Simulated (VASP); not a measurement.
# Ta4C3 (Pm-3m) in VASP: further runs

The runs below take Ta4C3 through single point, with r2SCAN.

All numbers are computed with VASP 6.6.1; they aren't measurements. Logs are shortened: lines on timing, memory, paths and dates and some standing lists are left out, and cuts for length are marked.

## 1. The cell of the first run

Symmetry: Pm-3m, No. 221, cubic system. Conventional cell: a = 4.512 Å, b = 4.512 Å, c = 4.512 Å, α = 90.00°, β = 90.00°, γ = 90.00°. Ta (site symmetry 4/mmm) has 4 C at 2.26 Å within 3.0 Å. Ta (site symmetry m-3m) has 6 C at 2.26 Å within 3.0 Å. Within 3.0 Å of C (site symmetry 4/mmm) lie 6 Ta at 2.26 Å.

## 2. Single point, r2SCAN (volume scaled by 1.06)

POSCAR reads:

```
Ta4C3
1.0
    4.5115760710      0.0000000000      0.0000000000
    0.0000000000      4.5115760710      0.0000000000
    0.0000000000      0.0000000000      4.5115760710
Ta C
4 3
Direct
    0.0000000000      0.5000000000      0.5000000000
    0.5000000000      0.0000000000      0.5000000000
    0.5000000000      0.5000000000      0.0000000000
    0.0000000000      0.0000000000      0.0000000000
    0.5000000000      0.0000000000      0.0000000000
    0.0000000000      0.5000000000      0.0000000000
    0.0000000000      0.0000000000      0.5000000000
```

INCAR.step1 reads:

```
SYSTEM = Ta4C3
  PREC = Accurate
  ENCUT = 520
  ISMEAR = 0
  SIGMA = 0.1
  LREAL = .False.
  LASPH = .True.
  NELM = 60
  NBANDS = 37
  GGA = PE
  ALGO = Normal
  EDIFF = 1E-4
  LWAVE = .True.
  LCHARG = .False.
```

INCAR.step2 reads:

```
SYSTEM = Ta4C3
  PREC = Accurate
  ENCUT = 520
  EDIFF = 1E-7
  ISMEAR = 0
  SIGMA = 0.1
  LREAL = .False.
  LASPH = .True.
  NELM = 60
  ALGO = Normal
  ISIF = 2
  LWAVE = .False.
  LCHARG = .False.
  METAGGA = R2SCAN
  LMIXTAU = .True.
  NBANDS = 37
  ISTART = 1
```

KPOINTS reads:

```
regular mesh
0
Gamma
  8 8 8
  0 0 0
```

Potentials or basis: VASP PAW PBE potentials, release 64 (Ta_pv, C).

On the command line:

```sh
$ cat potpaw_PBE.64/Ta_pv/POTCAR potpaw_PBE.64/C/POTCAR > POTCAR
$ cp INCAR.step1 INCAR
$ mpirun -np 1 vasp_std > vasp.out
$ cp INCAR.step2 INCAR
$ mpirun -np 1 vasp_std > vasp.out
```

OUTCAR:

```text
SYSTEM = Ta4C3
   PREC = Accurate
   ENCUT = 520
   EDIFF = 1E-7
   ISMEAR = 0
   LREAL = .False.
   LASPH = .True.
   NELM = 60
   ISIF = 2
   METAGGA = R2SCAN
   ISTART = 1

 ion  position               nearest neighbor table
   1  0.000  0.500  0.500-   6 2.26   7 2.26   6 2.26   7 2.26   3 3.19   3 3.19   4 3.19   4 3.19
                             2 3.19   4 3.19   2 3.19   4 3.19   2 3.19   3 3.19   3 3.19   2 3.19
   2  0.500  0.000  0.500-   5 2.26   7 2.26   5 2.26   7 2.26   3 3.19   3 3.19   4 3.19   4 3.19
                             1 3.19   3 3.19   3 3.19   1 3.19   4 3.19   1 3.19   4 3.19   1 3.19
   3  0.500  0.500  0.000-   5 2.26   6 2.26   5 2.26   6 2.26   2 3.19   1 3.19   2 3.19   2 3.19
                             4 3.19   4 3.19   2 3.19   1 3.19   4 3.19   1 3.19   1 3.19   4 3.19
   4  0.000  0.000  0.000-   5 2.26   6 2.26   7 2.26   7 2.26   6 2.26   5 2.26   1 3.19   2 3.19
                             1 3.19   1 3.19   3 3.19   2 3.19   1 3.19   2 3.19   3 3.19   3 3.19
   5  0.500  0.000  0.000-   2 2.26   3 2.26   4 2.26   2 2.26   3 2.26   4 2.26
   6  0.000  0.500  0.000-   1 2.26   3 2.26   4 2.26   1 2.26   4 2.26   3 2.26
   7  0.000  0.000  0.500-   1 2.26   2 2.26   4 2.26   4 2.26   1 2.26   2 2.26

  LATTYP: Found a simple cubic cell.
 ALAT       =     4.5115760710

  Lattice vectors:

 A1 = (   4.5115760710,   0.0000000000,   0.0000000000)
 A2 = (   0.0000000000,   4.5115760710,   0.0000000000)
 A3 = (   0.0000000000,   0.0000000000,   4.5115760710)

Analysis of symmetry for initial positions (statically):
=====================================================================
 Subroutine PRICEL returns:
 Original cell was already a primitive cell.

 Routine SETGRP: Setting up the symmetry group for a
 simple cubic supercell.

 Subroutine GETGRP returns: Found 48 space group operations
 (whereof 48 operations were pure point group operations)
 out of a pool of 48 trial point group operations.

The static configuration has the point symmetry O_h .

Analysis of symmetry for dynamics (positions and initial velocities):
=====================================================================
 Subroutine PRICEL returns:
 Original cell was already a primitive cell.

 Routine SETGRP: Setting up the symmetry group for a
 simple cubic supercell.

 Subroutine GETGRP returns: Found 48 space group operations
 (whereof 48 operations were pure point group operations)
 out of a pool of 48 trial point group operations.

The dynamic configuration has the point symmetry O_h .

 Subroutine INISYM returns: Found 48 space group operations
 (whereof 48 operations are pure point group operations),
 and found     1 'primitive' translations

----------------------------------------------------------------------------------------

                                     Primitive cell

  volume of cell :      91.8301

  direct lattice vectors                    reciprocal lattice vectors
     4.511576071  0.000000000  0.000000000     0.221652031  0.000000000  0.000000000
     0.000000000  4.511576071  0.000000000     0.000000000  0.221652031  0.000000000
     0.000000000  0.000000000  4.511576071     0.000000000  0.000000000  0.221652031

  length of vectors
     4.511576071  4.511576071  4.511576071     0.221652031  0.221652031  0.221652031

  position of ions in fractional coordinates (direct lattice)
     0.000000000  0.500000000  0.500000000
     0.500000000  0.000000000  0.500000000
     0.500000000  0.500000000  0.000000000
     0.000000000  0.000000000  0.000000000
     0.500000000  0.000000000  0.000000000
     0.000000000  0.500000000  0.000000000
     0.000000000  0.000000000  0.500000000

  ion indices of the primitive-cell ions
   primitive index   ion index
                 1           1
                 2           2
                 3           3
                 4           4
                 5           5
                 6           6
                 7           7

----------------------------------------------------------------------------------------

 KPOINTS: regular mesh

Automatic generation of k-mesh.
 Grid dimensions read from file:
 generate k-points for:    8    8    8

 Generating k-lattice:

  Cartesian coordinates                     Fractional coordinates (reciprocal lattice)
     0.027706504  0.000000000  0.000000000     0.125000000  0.000000000  0.000000000
     0.000000000  0.027706504  0.000000000     0.000000000  0.125000000  0.000000000
     0.000000000  0.000000000  0.027706504     0.000000000  0.000000000  0.125000000

  Length of vectors
     0.027706504  0.027706504  0.027706504

  Shift w.r.t. Gamma in fractional coordinates (k-lattice)
     0.000000000  0.000000000  0.000000000

 Subroutine IBZKPT returns following result:
 ===========================================

 Found     35 irreducible k-points:

 Following reciprocal coordinates:
            Coordinates               Weight
  0.000000  0.000000  0.000000      1.000000
  0.125000  0.000000  0.000000      6.000000
  0.250000  0.000000  0.000000      6.000000
  0.375000  0.000000  0.000000      6.000000
  0.500000  0.000000  0.000000      3.000000
  0.125000  0.125000  0.000000     12.000000
[... 16 lines left out ...]
  0.375000  0.375000  0.125000     24.000000
  0.500000  0.375000  0.125000     24.000000
 [... further k-points ...]
   k-points           NKPTS =     35   k-points in BZ     NKDIM =     35   number of bands    NBANDS=     37
   number of dos      NEDOS =    301   number of ions     NIONS =      7
   total plane-waves  NPLWV =  46656
   dimension x,y,z NGX =    36 NGY =   36 NGZ =   36
   dimension x,y,z NGXF=    72 NGYF=   72 NGZF=   72
   ions per type =               4   3
   NGX,Y,Z   is equivalent  to a cutoff of  13.27, 13.27, 13.27 a.u.
   NGXF,Y,Z  is equivalent  to a cutoff of  26.53, 26.53, 26.53 a.u.
 SYSTEM =  Ta4C3
   PREC   = accura    normal or accurate (medium, high low for compatibility)
   ISTART =      1    job   : 0-new  1-cont  2-samecut
   ICHARG =      0    charge: 1-file 2-atom 10-const
   ISPIN  =      1    spin polarized calculation?
   LNONCOLLINEAR =      F non collinear calculations
   LSORBIT =      F    spin-orbit coupling
   LASPH  =      T    aspherical Exc in radial PAW
   ENCUT  =  520.0 eV  38.22 Ry    6.18 a.u.   8.39  8.39  8.39*2*pi/ulx,y,z
   NELM   =     60;   NELMIN=  2; NELMDL=  0     # of ELM steps
   EDIFF  = 0.1E-06   stopping-criterion for ELM
   LREAL  =      F    real-space projection
   EDIFFG = 0.1E-05   stopping-criterion for IOM
   NSW    =      0    number of steps for IOM
   IBRION =     -1    ionic relax: 0-MD 1-quasi-New 2-CG
   NFREE  =      0    steps in history (QN), initial steepest desc. (CG)
   ISIF   =      2    stress and relaxation
   ISYM   =      2    0-nonsym 1-usesym 2-fastsym
   POTIM  = 0.5000    time-step for ionic-motion
   TEBEG  =    0.0;   TEEND  =   0.0 temperature during run
   PSTRESS=    0.0 pullay stress
   NELECT =      56.0000    total number of electrons
   NUPDOWN=      -1.0000    fix difference up-down
   EMIN   =  10.00;   EMAX   =-10.00  energy-range for DOS
   EFERMI =   0.00;   METHOD = LEGACY
   ISMEAR =     0;   SIGMA  =   0.10  broadening in eV -4-tet -1-fermi 0-gaus
   EFERMI_NEDOS =   21; number of points for ismear=-14 and -15
   IALGO  =     38    algorithm
   IMIX   =      4    mixing-type and parameters
     AMIX     =   0.40;   BMIX     =  1.00
     AMIX_MAG =   1.60;   BMIX_MAG =  1.00
  volume/ion in A,a.u.               =      13.12        88.53
  Fermi-wavevector in a.u.,A,eV,Ry     =   1.388276  2.623462 26.222657  1.927311
  Thomas-Fermi vector in A             =   2.512418
   LORBIT       =      0    0 simple, 1 ext, 2 COOP (PROOUT), +10 PAW based schemes
   METAGGA = R2SCAN    functional components
   LHFCALC =     F    Hartree Fock is set to
   AEXX    =    0.0000 exact exchange contribution
   IVDW    =     0    specifies the selected vdW correction
   LEPSILON=     F    determine dielectric tensor
   LRPA    =     F    only Hartree local field effects (RPA)
 non-spin polarized calculation
 Gauss-broadening in eV      SIGMA  =   0.10
  energy-cutoff  :      520.00
  volume of cell :       91.83
 maximum number of plane-waves:      2517
 NGX is ok and might be reduce to    36
   NGX = 17   NGY = 17   NGZ = 17

 number of electron      55.9999987 magnetization

 Free energy of the ion-electron system (eV)
  ---------------------------------------------------
  ext. energy  EPLUGINS =         0.00000000
  ---------------------------------------------------
  free energy    TOTEN  =      -227.54224205 eV

  energy without entropy =     -227.52436982  energy(sigma->0) =     -227.53330593

 E-fermi :   6.6497     XC(G=0): -13.6539

 val. band max:        6.6167784222   @ k =   0.5000   0.2500   0.1250
 cond. band min:       6.6903319771   @ k =   0.3750   0.3750   0.0000
 fundamental gap:      0.0735535549
 Fermi energy:         6.6496715436

 k-point     1 :       0.0000    0.0000    0.0000
  band No.  band energies     occupation
      1     -30.1097      2.00000
      2     -30.1097      2.00000
      3     -30.1097      2.00000
      4     -29.4415      2.00000
      5     -29.4415      2.00000
      6     -29.4415      2.00000
[... 29 lines left out ...]
     36      10.2132      0.00000
     37      11.1531      0.00000

 k-point     2 :       0.1250    0.0000    0.0000
  band No.  band energies     occupation
      1     -30.1049      2.00000
      2     -30.1049      2.00000
      3     -30.1027      2.00000
      4     -29.4398      2.00000
      5     -29.4391      2.00000
      6     -29.4391      2.00000
[... 29 lines left out ...]
     36      10.6388      0.00000
     37      11.0931      0.00000
[... 838 lines left out ...]
     36      10.4759      0.00000
     37      10.5806      0.00000

 k-point    24 :       0.5000    0.3750    0.1250
  band No.  band energies     occupation
      1     -30.1136      2.00000
      2     -30.1104      2.00000
      3     -30.0689      2.00000
      4     -29.5484      2.00000
      5     -29.4174      2.00000
      6     -29.4072      2.00000
[... 29 lines left out ...]
     36      10.1373      0.00000
     37      10.4412      0.00000

 [... further k-points ...]

------------------------ aborting loop because EDIFF is reached ----------------------------------------

  FORCE on cell =-STRESS in cart. coord.  units (eV):
  Direction    XX          YY          ZZ          XY          YZ          ZX
  --------------------------------------------------------------------------------------
  -------------------------------------------------------------------------------------
  Total       -8.5985799     -8.5985799     -8.5985799      0.0000000      0.0000000      0.0000000
  in kB     -150.0211402   -150.0211402   -150.0211402      0.0000000      0.0000000      0.0000000
  external PRESSURE =    -150.0211402 kB  Pullay stress =       0.0000000 kB

 VOLUME and BASIS-vectors are now :
 -----------------------------------------------------------------------------
  energy-cutoff  :      520.00
  volume of cell :       91.83
      direct lattice vectors                 reciprocal lattice vectors
     4.511576071  0.000000000  0.000000000     0.221652031  0.000000000  0.000000000
     0.000000000  4.511576071  0.000000000     0.000000000  0.221652031  0.000000000
     0.000000000  0.000000000  4.511576071     0.000000000  0.000000000  0.221652031

 POSITION                                       TOTAL-FORCE (eV/Angst)
 -----------------------------------------------------------------------------------
      0.00000      2.25579      2.25579         0.000000      0.000000      0.000000
      2.25579      0.00000      2.25579         0.000000      0.000000      0.000000
      2.25579      2.25579      0.00000         0.000000      0.000000      0.000000
      0.00000      0.00000      0.00000         0.000000      0.000000      0.000000
      2.25579      0.00000      0.00000         0.000000      0.000000      0.000000
      0.00000      2.25579      0.00000         0.000000      0.000000      0.000000
      0.00000      0.00000      2.25579         0.000000      0.000000      0.000000
 -----------------------------------------------------------------------------------
    total drift:                                0.000000      0.000000      0.000000

  FREE ENERGIE OF THE ION-ELECTRON SYSTEM (eV)
  ---------------------------------------------------
  free  energy   TOTEN  =      -227.5422420473 eV

  energy  without entropy=     -227.5243698179  energy(sigma->0) =     -227.53330593
```

It took 2.5 min on 1 thread of Intel Xeon 6975P-C (Granite Rapids), shared host; peak memory 0.27 GiB.

What came out:

```
Free energy            : -227.5422 eV
Pressure               : -15.0 GPa
Band gap on the k mesh : zero (band 28 reaches 6.97 eV, above the bottom of band 29 at 6.09 eV)
```

Levels at points of the mesh, in eV from the Fermi level:
| k point | band 25 | band 26 | band 27 | band 28 | band 29 | band 30 | band 31 | band 32 |
| --- | --- | --- | --- | --- | --- | --- | --- | --- |
| (0.00, 0.00, 0.00) | -1.43 | -0.66 | -0.66 | -0.66 | -0.38 | -0.38 | -0.38 | 1.35 |
| (0.50, 0.00, 0.00) | -1.99 | -1.94 | -1.94 | 0.32 | 0.32 | 0.74 | 1.88 | 2.42 |
| (0.50, 0.50, 0.00) | -1.92 | -1.65 | -0.35 | -0.35 | 1.82 | 1.82 | 1.90 | 2.11 |
| (0.50, 0.50, 0.50) | -1.01 | -1.01 | -1.01 | -0.46 | 3.25 | 3.25 | 3.25 | 3.41 |

Caveat: the PAW data sets were made with another functional, which shifts forces and pressure a little; spin-orbit coupling is left out, which moves the levels of the heavy elements.

(Part 1 of 2 ends here.)
